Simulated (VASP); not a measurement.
Here is a VASP 6.6.1 calculation.

File POSCAR:

```
CaO
1.0
    0.0000000000      2.3974398381      2.3974398381
    2.3974398381      0.0000000000      2.3974398381
    2.3974398381      2.3974398381      0.0000000000
Ca O
1 1
Direct
    0.0000000000      0.0000000000      0.0000000000
    0.5000000000      0.5000000000      0.5000000000
```

File INCAR.step1:

```
PREC = Accurate
ENCUT = 600
ISMEAR = 0
SIGMA = 0.01
LREAL = F
LASPH = T
NELM = 100
GGA = PE
ALGO = Normal
EDIFF = 1E-4
LWAVE = T
LCHARG = F
```

Contents of INCAR.step2:

```
PREC = Accurate
ENCUT = 600
EDIFF = 1E-6
ISMEAR = 0
SIGMA = 0.01
LREAL = F
LASPH = T
NELM = 100
ALGO = Normal
ISIF = 3
LWAVE = F
LCHARG = F
METAGGA = R2SCAN
LMIXTAU = T
IBRION = 2
NSW = 100
EDIFFG = -0.002
PSTRESS = 150.0
ISTART = 1
```

KPOINTS

```
Automatic mesh
0
Gamma
  8 8 8
```

Potentials or basis: VASP PAW PBE potentials, release 64 (Ca_sv, O).

Run with:

```console
$ cat potpaw_PBE.64/Ca_sv/POTCAR potpaw_PBE.64/O/POTCAR > POTCAR
$ cp INCAR.step1 INCAR
$ mpirun -np 1 vasp_std > vasp.out
$ cp INCAR.step2 INCAR
$ mpirun -np 1 vasp_std > vasp.out
```

**Question.** Predict the relaxed volume.

**Answer.** 12.53 Å³/atom.

**Question.** Estimate the relaxed cell.

**Answer.** a = 3.285 Å, b = 3.285 Å, c = 3.285 Å, α = 60.00°, β = 60.00°, γ = 60.00°.

Final structure:
```
Ca O
1.0
     0.00000    2.32281    2.32281
     2.32281    0.00000    2.32281
     2.32281    2.32281    0.00000
Ca O
1 1
Cartesian
  0.0000 0.0000 0.0000
  2.3228 2.3228 2.3228
```

Caveat: the cell is relaxed towards a set pressure, so the enthalpy falls and the energy may rise; the PAW data sets were made with another functional, which shifts forces and pressure a little.
